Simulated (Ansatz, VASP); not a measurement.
## One calculation of MgO, two programs

```
Mg O
1.0
     0.00000    2.13515    2.13515
     2.13515    0.00000    2.13515
     2.13515    2.13515    0.00000
Mg O
1 1
Cartesian
  0.0000 0.0000 0.0000
  2.1351 2.1351 2.1351
```

Alike in both runs: task single point; functional LDA; k mesh 6 × 6 × 6; occupations gaussian, width 0.05 eV; no spin polarisation.

|  | VASP | Ansatz |
| --- | --- | --- |
| version | VASP 6.6.1 | Ansatz 0.2.0 |
| potentials or method | VASP PAW LDA potentials, release 64 (Mg, O), cutoff 520 eV | scalar-relativistic, plane waves, PAW |
| valence electrons in the cell | 8 | 16 |

|  | VASP | Ansatz | Ansatz less VASP |
| --- | --- | --- | --- |
| gap on the k mesh at the Fermi level (eV) | 4.27 | 4.27 | 0.000 |
| least direct gap on the mesh (eV) | 4.27 | 4.27 | 0.000 |
| pressure (GPa) | -13.3 | -11.6 | +1.68 |

LDA's correlation is that of Perdew and Zunger in VASP and of Perdew and Wang (1992) in Ansatz. VASP's potentials hold 8 valence electrons a cell and Ansatz's 16, so a difference there can come from the potentials and not from the codes.

The k mesh is coarse, so the values compare programs but aren't converged.
